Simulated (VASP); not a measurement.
Set up this calculation in VASP 6.6.1, as the native input.

```yaml
Task: single point
Functional: PBEsol
Potentials_or_basis: VASP PAW PBE potentials, release 64 (Ir)
Cutoff: 500 eV
k_mesh: 13 × 13 × 13
Occupations: methfessel-paxton, width 0.1 eV
Spin: no spin polarisation
Dipole_correction: no
Further_INCAR_settings: ALGO = Normal; EDIFF = 1e-06; NBANDS = 10
```

The structure of Ir lies in POSCAR:

```
Ir
1.0
    0.0000000000      1.9653779541      1.9653779541
    1.9653779541      0.0000000000      1.9653779541
    1.9653779541      1.9653779541      0.0000000000
Ir
1
Direct
    0.0000000000      0.0000000000      0.0000000000
```

The input as run:

INCAR

```
SYSTEM = Ir
ALGO = Normal ; EDIFF = 1E-6
ENCUT = 500 ; GGA = PS
GGA_COMPAT = .FALSE. ; ISIF = 2
ISMEAR = 1 ; LASPH = .TRUE.
LCHARG = .TRUE. ; LELF = .TRUE.
LREAL = .FALSE. ; LVHAR = .TRUE.
LWAVE = .FALSE. ; NBANDS = 10
NELM = 120 ; PREC = Accurate
SIGMA = 0.1
```

KPOINTS

```
k-points
0
G
  13 13 13
  0 0 0
```

Potentials or basis: VASP PAW PBE potentials, release 64 (Ir).

Command:

```console
$ cat potpaw_PBE.64/Ir/POTCAR > POTCAR
$ mpirun -np 1 vasp_std > vasp.out
```

It gave:

```
Pressure : -24.0 GPa
```

Caveat: the PAW data sets were made with another functional, which shifts forces and pressure a little.

Wall time 6.5 s on 1 thread of Intel(R) Xeon(R) Platinum 8375C CPU @ 2.90GHz (Ice Lake), with other jobs on the host, peak memory 0.13 GiB.
